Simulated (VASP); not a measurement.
# BN (P6_3/mmc) in VASP: notebook

The runs below take BN through single point, with LDA, PBE.

Program: VASP 6.6.1. These are calculated values, not measurements. Logs are shortened: lines on timing, memory, paths and dates and some standing lists are left out, and cuts for length are marked.

## Step 1: The cell of the first run

It takes space group P6_3/mmc (No. 194, hexagonal). The conventional cell has a = 2.489 Å, b = 2.489 Å, c = 6.494 Å, α = 90.00°, β = 90.00°, γ = 120.00°. Within 1.9 Å of B (site symmetry -6m2) lie 3 N at 1.44 Å. N (site symmetry -6m2) has 3 B at 1.44 Å within 1.9 Å.

## Step 2: Single point, LDA

The input, INCAR:

```
ALGO = Normal ; EDIFF = 1E-7
ENCUT = 520 ; GGA = CA
ISIF = 2 ; ISMEAR = 0
LASPH = True ; LCHARG = True
LELF = True ; LREAL = False
LVHAR = True ; LWAVE = False
NBANDS = 16 ; NELM = 80
PREC = Accurate ; SIGMA = 0.01
```

The input, KPOINTS:

```
k-points
0
Gamma
  10 10 4
```

The input, POSCAR:

```
BN
1.0
    2.4889407241      0.0000000000      0.0000000000
   -1.2444703620      2.1554858956      0.0000000000
    0.0000000000      0.0000000000      6.4943197696
B N
2 2
Direct
    0.3333333333      0.6666666667      0.2500000000
    0.6666666667      0.3333333333      0.7500000000
    0.3333333333      0.6666666667      0.7500000000
    0.6666666667      0.3333333333      0.2500000000
```

Potentials or basis: VASP PAW LDA potentials, release 64 (B, N).

Run with:

```console
> cat potpaw_LDA.64/B/POTCAR potpaw_LDA.64/N/POTCAR > POTCAR
> mpirun -np 1 vasp_std > vasp.out
```

OUTCAR:

```text
EDIFF = 1E-7
   ENCUT = 520
   GGA = CA
   ISIF = 2
   ISMEAR = 0
   LASPH = True
   LREAL = False
   NELM = 80
   PREC = Accurate

 ion  position               nearest neighbor table
   1  0.333  0.667  0.250-   4 1.44   4 1.44   4 1.44
   2  0.667  0.333  0.750-   3 1.44   3 1.44   3 1.44
   3  0.333  0.667  0.750-   2 1.44   2 1.44   2 1.44
   4  0.667  0.333  0.250-   1 1.44   1 1.44   1 1.44

  LATTYP: Found a hexagonal cell.
 ALAT       =     2.4889407241
 C/A-ratio  =     2.6092705651

  Lattice vectors:

 A1 = (   2.4889407241,   0.0000000000,   0.0000000000)
 A2 = (  -1.2444703620,   2.1554858956,   0.0000000000)
 A3 = (   0.0000000000,   0.0000000000,   6.4943197696)

Analysis of symmetry for initial positions (statically):
=====================================================================
 Subroutine PRICEL returns:
 Original cell was already a primitive cell.

 Routine SETGRP: Setting up the symmetry group for a
 hexagonal supercell.

 Subroutine GETGRP returns: Found 24 space group operations
 (whereof 12 operations were pure point group operations)
 out of a pool of 24 trial point group operations.

The static configuration has the point symmetry D_3d.
 The point group associated with its full space group is D_6h.

Analysis of symmetry for dynamics (positions and initial velocities):
=====================================================================
 Subroutine PRICEL returns:
 Original cell was already a primitive cell.

 Routine SETGRP: Setting up the symmetry group for a
 hexagonal supercell.

 Subroutine GETGRP returns: Found 24 space group operations
 (whereof 12 operations were pure point group operations)
 out of a pool of 24 trial point group operations.

The dynamic configuration has the point symmetry D_3d.
 The point group associated with its full space group is D_6h.

 Subroutine INISYM returns: Found 24 space group operations
 (whereof 12 operations are pure point group operations),
 and found     1 'primitive' translations

----------------------------------------------------------------------------------------

                                     Primitive cell

  volume of cell :      34.8412

  direct lattice vectors                    reciprocal lattice vectors
     2.488940724  0.000000000  0.000000000     0.401777347  0.231966259  0.000000000
    -1.244470362  2.155485896  0.000000000     0.000000000  0.463932518  0.000000000
     0.000000000  0.000000000  6.494319770     0.000000000  0.000000000  0.153980715

  length of vectors
     2.488940724  2.488940724  6.494319770     0.463932518  0.463932518  0.153980715

  position of ions in fractional coordinates (direct lattice)
     0.333333333  0.666666667  0.250000000
     0.666666667  0.333333333  0.750000000
     0.333333333  0.666666667  0.750000000
     0.666666667  0.333333333  0.250000000

  ion indices of the primitive-cell ions
   primitive index   ion index
                 1           1
                 2           2
                 3           3
                 4           4

----------------------------------------------------------------------------------------

 KPOINTS: k-points

Automatic generation of k-mesh.
 Grid dimensions read from file:
 generate k-points for:   10   10    4

 Generating k-lattice:

  Cartesian coordinates                     Fractional coordinates (reciprocal lattice)
     0.040177735  0.023196626  0.000000000     0.100000000 -0.000000000  0.000000000
     0.000000000  0.046393252  0.000000000     0.000000000  0.100000000  0.000000000
     0.000000000  0.000000000  0.038495179     0.000000000  0.000000000  0.250000000

  Length of vectors
     0.046393252  0.046393252  0.038495179

  Shift w.r.t. Gamma in fractional coordinates (k-lattice)
     0.000000000  0.000000000  0.000000000

 Subroutine IBZKPT returns following result:
 ===========================================

 Found     42 irreducible k-points:

 Following reciprocal coordinates:
            Coordinates               Weight
  0.000000  0.000000  0.000000      1.000000
  0.100000  0.000000  0.000000      6.000000
  0.200000  0.000000  0.000000      6.000000
  0.300000 -0.000000  0.000000      6.000000
  0.400000 -0.000000  0.000000      6.000000
  0.500000 -0.000000  0.000000      3.000000
[... 16 lines left out ...]
  0.300000  0.100000  0.250000     24.000000
  0.400000  0.100000  0.250000     24.000000
 [... further k-points ...]
   k-points           NKPTS =     42   k-points in BZ     NKDIM =     42   number of bands    NBANDS=     16
   number of dos      NEDOS =    301   number of ions     NIONS =      4
   total plane-waves  NPLWV =  19200
   dimension x,y,z NGX =    20 NGY =   20 NGZ =   48
   dimension x,y,z NGXF=    40 NGYF=   40 NGZF=   96
   ions per type =               2   2
   NGX,Y,Z   is equivalent  to a cutoff of  13.36, 13.36, 12.29 a.u.
   NGXF,Y,Z  is equivalent  to a cutoff of  26.72, 26.72, 24.57 a.u.
 SYSTEM =  unknown system
   PREC   = accura    normal or accurate (medium, high low for compatibility)
   ISTART =      0    job   : 0-new  1-cont  2-samecut
   ICHARG =      2    charge: 1-file 2-atom 10-const
   ISPIN  =      1    spin polarized calculation?
   LNONCOLLINEAR =      F non collinear calculations
   LSORBIT =      F    spin-orbit coupling
   LASPH  =      T    aspherical Exc in radial PAW
   ENCUT  =  520.0 eV  38.22 Ry    6.18 a.u.   4.63  4.63 12.08*2*pi/ulx,y,z
   NELM   =     80;   NELMIN=  2; NELMDL= -5     # of ELM steps
   EDIFF  = 0.1E-06   stopping-criterion for ELM
   LREAL  =      F    real-space projection
   EDIFFG = 0.1E-05   stopping-criterion for IOM
   NSW    =      0    number of steps for IOM
   IBRION =     -1    ionic relax: 0-MD 1-quasi-New 2-CG
   NFREE  =      0    steps in history (QN), initial steepest desc. (CG)
   ISIF   =      2    stress and relaxation
   ISYM   =      2    0-nonsym 1-usesym 2-fastsym
   POTIM  = 0.5000    time-step for ionic-motion
   TEBEG  =    0.0;   TEEND  =   0.0 temperature during run
   PSTRESS=    0.0 pullay stress
   NELECT =      16.0000    total number of electrons
   NUPDOWN=      -1.0000    fix difference up-down
   EMIN   =  10.00;   EMAX   =-10.00  energy-range for DOS
   EFERMI =   0.00;   METHOD = LEGACY
   ISMEAR =     0;   SIGMA  =   0.01  broadening in eV -4-tet -1-fermi 0-gaus
   EFERMI_NEDOS =   21; number of points for ismear=-14 and -15
   IALGO  =     38    algorithm
   IMIX   =      4    mixing-type and parameters
     AMIX     =   0.40;   BMIX     =  1.00
     AMIX_MAG =   1.60;   BMIX_MAG =  1.00
  volume/ion in A,a.u.               =       8.71        58.78
  Fermi-wavevector in a.u.,A,eV,Ry     =   1.263040  2.386799 21.704958  1.595269
  Thomas-Fermi vector in A             =   2.396417
   LORBIT       =      0    0 simple, 1 ext, 2 COOP (PROOUT), +10 PAW based schemes
   GGA     = CA    functional components
   LHFCALC =     F    Hartree Fock is set to
   AEXX    =    0.0000 exact exchange contribution
   IVDW    =     0    specifies the selected vdW correction
   LEPSILON=     F    determine dielectric tensor
   LRPA    =     F    only Hartree local field effects (RPA)
 non-spin polarized calculation
 Gauss-broadening in eV      SIGMA  =   0.01
  energy-cutoff  :      520.00
  volume of cell :       34.84
 maximum number of plane-waves:       961
 NGX is ok and might be reduce to    20
   NGX =  9   NGY =  9   NGZ = 25

 number of electron      16.0000002 magnetization

 Free energy of the ion-electron system (eV)
  ---------------------------------------------------
  ext. energy  EPLUGINS =         0.00000000
  ---------------------------------------------------
  free energy    TOTEN  =       -38.58046639 eV

  energy without entropy =      -38.58046639  energy(sigma->0) =      -38.58046639

 E-fermi :   2.5225     XC(G=0): -10.6979

 val. band max:        2.4708793608   @ k =   0.3000   0.3000   0.0000
 cond. band min:       6.4827020983   @ k =   0.5000  -0.0000   0.0000
 fundamental gap:      4.0118227375
 Fermi energy:         2.5225349555

 k-point     1 :       0.0000    0.0000    0.0000
  band No.  band energies     occupation
      1     -15.3109      2.00000
      2     -14.9413      2.00000
      3      -4.1118      2.00000
      4      -1.6666      2.00000
      5       1.0907      2.00000
      6       1.0907      2.00000
[... 8 lines left out ...]
     15      15.1640      0.00000
     16      15.4952      0.00000

 k-point     2 :       0.1000    0.0000    0.0000
  band No.  band energies     occupation
      1     -15.1120      2.00000
      2     -14.7507      2.00000
      3      -3.8370      2.00000
      4      -1.4224      2.00000
      5       0.3100      2.00000
      6       0.3526      2.00000
[... 8 lines left out ...]
     15      14.9842      0.00000
     16      15.7691      0.00000

 k-point     3 :       0.2000    0.0000    0.0000
  band No.  band energies     occupation
      1     -14.5306      2.00000
      2     -14.1945      2.00000
      3      -3.0268      2.00000
      4      -1.5701      2.00000
      5      -1.5082      2.00000
      6      -0.7123      2.00000
[... 8 lines left out ...]
     15      17.1065      0.00000
     16      17.2168      0.00000

 k-point     4 :       0.3000   -0.0000    0.0000
  band No.  band energies     occupation
      1     -13.6268      2.00000
      2     -13.3376      2.00000
      3      -3.7810      2.00000
      4      -3.6862      2.00000
      5      -1.7384      2.00000
      6      -0.9790      2.00000
[... 8 lines left out ...]
     15      18.1471      0.00000
     16      20.0542      0.00000
[... 324 lines left out ...]
 k-point    22 :       0.2000    0.1000    0.2500
  band No.  band energies     occupation
      1     -13.9317      2.00000
      2     -13.7132      2.00000
      3      -2.7707      2.00000
      4      -2.7196      2.00000
      5      -1.9513      2.00000
      6      -1.0295      2.00000
[... 8 lines left out ...]
     15      17.6839      0.00000
     16      17.9090      0.00000

 k-point    23 :       0.3000    0.1000    0.2500
  band No.  band energies     occupation
      1     -12.9437      2.00000
      2     -12.7696      2.00000
      3      -4.7628      2.00000
      4      -4.6942      2.00000
      5      -1.8325      2.00000
      6      -1.7751      2.00000
[... 8 lines left out ...]
     15      18.2903      0.00000
     16      20.0686      0.00000

 k-point    24 :       0.4000    0.1000    0.2500
  band No.  band energies     occupation
      1     -12.0505      2.00000
      2     -11.9588      2.00000
      3      -6.1963      2.00000
      4      -6.1323      2.00000
      5      -2.2584      2.00000
      6      -2.1974      2.00000
[... 8 lines left out ...]
     15      17.6346      0.00000
     16      20.7757      0.00000

 [... further k-points ...]
[... 5 lines left out ...]
  --------------------------------------------------------------------------------------
  -------------------------------------------------------------------------------------
  Total        0.1685750      0.1685750     -0.0385270      0.0000000      0.0000000      0.0000000
  in kB        7.7519386      7.7519386     -1.7716698      0.0000000      0.0000000      0.0000000
  external PRESSURE =       4.5774025 kB  Pullay stress =       0.0000000 kB

 VOLUME and BASIS-vectors are now :
 -----------------------------------------------------------------------------
  energy-cutoff  :      520.00
  volume of cell :       34.84
      direct lattice vectors                 reciprocal lattice vectors
     2.488940724  0.000000000  0.000000000     0.401777347  0.231966259  0.000000000
    -1.244470362  2.155485896  0.000000000     0.000000000  0.463932518  0.000000000
     0.000000000  0.000000000  6.494319770     0.000000000  0.000000000  0.153980715

 POSITION                                       TOTAL-FORCE (eV/Angst)
 -----------------------------------------------------------------------------------
     -0.00000      1.43699      1.62358        -0.000000      0.000000      0.000000
      1.24447      0.71850      4.87074        -0.000000     -0.000000      0.000000
     -0.00000      1.43699      4.87074         0.000000     -0.000000      0.000000
      1.24447      0.71850      1.62358        -0.000000     -0.000000      0.000000
 -----------------------------------------------------------------------------------
    total drift:                                0.000000     -0.000000      0.000000

  FREE ENERGIE OF THE ION-ELECTRON SYSTEM (eV)
  ---------------------------------------------------
  free  energy   TOTEN  =       -38.5804663868 eV

  energy  without entropy=      -38.5804663868  energy(sigma->0) =      -38.58046639
```

Wall time 9.7 s (1 thread of Intel Xeon 6975P-C (Granite Rapids), shared host); peak memory 0.14 GiB.

Results:

```
Free energy            : -38.5805 eV
Pressure               : 0.5 GPa
Band gap on the k mesh : 4.01 eV, indirect (least direct gap 4.47 eV)
```

Stress tensor (GPa, compression positive):
```
 0.78  0.00  0.00
 0.00  0.78  0.00
 0.00  0.00 -0.18
```

## Step 3: Single point, LDA

The input, INCAR:

```
  PREC = Accurate
  ENCUT = 520
  EDIFF = 1E-6
  ISMEAR = 0
  SIGMA = 0.01
  LREAL = F
  LASPH = T
  NELM = 60
  ALGO = Normal
  ISIF = 2
  LWAVE = F
  LCHARG = F
  NBANDS = 16
```

The input, KPOINTS:

```
Automatic mesh
0
Gamma
  10 10 4
```

POSCAR is that of step 2.

Potentials or basis: VASP PAW LDA potentials, release 64 (B, N).

Run with:

```console
> cat potpaw_LDA.64/B/POTCAR potpaw_LDA.64/N/POTCAR > POTCAR
> mpirun -np 1 vasp_std > vasp.out
```

Wall time 8.9 s (1 thread of Intel Xeon 6975P-C (Granite Rapids), shared host); peak memory 0.13 GiB.

The run converged. Its results:

```
Free energy            : -38.5805 eV
Pressure               : 0.4 GPa
Band gap on the k mesh : 4.01 eV, indirect (least direct gap 4.47 eV)
```

Stress tensor (GPa, compression positive):
```
 0.77  0.00  0.00
 0.00  0.77  0.00
 0.00  0.00 -0.20
```

Levels at points of the mesh, in eV from the valence-band top:
```tsv
k point	band 5	band 6	band 7	band 8	band 9	band 10	band 11	band 12
(0.00, 0.00, 0.00)	-1.38	-1.38	-1.33	-1.33	5.03	10.32	11.51	11.51
(0.50, 0.00, 0.00)	-4.25	-4.17	-1.63	-0.46	4.01	5.60	9.60	10.06
(0.00, 0.00, 0.50)	-1.36	-1.36	-1.36	-1.36	7.60	7.60	11.58	11.58
(0.50, 0.00, 0.50)	-4.21	-4.21	-1.02	-1.02	4.53	4.53	10.05	10.05
```

## Step 4: Single point, PBE

The input, INCAR:

```
PREC = Accurate
ENCUT = 520
EDIFF = 1E-6
ISMEAR = 0
SIGMA = 0.01
LREAL = False
LASPH = True
NELM = 100
ALGO = Normal
ISIF = 2
LWAVE = False
LCHARG = False
GGA = PE
NBANDS = 16
```

KPOINTS is that of step 3.

POSCAR is that of step 3.

Potentials or basis: VASP PAW PBE potentials, release 64 (B, N).

Run with:

```console
> cat potpaw_PBE.64/B/POTCAR potpaw_PBE.64/N/POTCAR > POTCAR
> mpirun -np 1 vasp_std > vasp.out
```

Wall time 9.5 s (1 thread of Intel Xeon 6975P-C (Granite Rapids), shared host); peak memory 0.15 GiB.

Results (log left out):

```
Free energy            : -35.1164 eV
Pressure               : 8.4 GPa
Band gap on the k mesh : 4.22 eV, indirect (least direct gap 4.67 eV)
```

Stress tensor (GPa, compression positive):
```
10.78  0.00  0.00
 0.00 10.78  0.00
 0.00  0.00  3.71
```

Levels at points of the mesh, in eV from the valence-band top:
| k point | band 4 | band 5 | band 6 | band 7 | band 8 | band 9 | band 10 | band 11 | band 12 | band 13 |
| --- | --- | --- | --- | --- | --- | --- | --- | --- | --- | --- |
| (0.00, 0.00, 0.00) | -4.11 | -1.37 | -1.37 | -1.32 | -1.32 | 5.35 | 10.59 | 11.63 | 11.63 | 11.78 |
| (0.50, 0.00, 0.00) | -8.96 | -4.23 | -4.15 | -1.58 | -0.45 | 4.22 | 5.73 | 9.67 | 10.08 | 12.84 |
| (0.00, 0.00, 0.50) | -5.42 | -1.34 | -1.34 | -1.34 | -1.34 | 7.87 | 7.87 | 11.71 | 11.71 | 11.71 |
| (0.50, 0.00, 0.50) | -9.00 | -4.19 | -4.19 | -0.99 | -0.99 | 4.71 | 4.71 | 10.07 | 10.07 | 13.76 |

Caveat: this functional lacks dispersion, which binds the layers, so the pressure and a relaxed spacing across them are unreliable. A k mesh can miss the band edges.
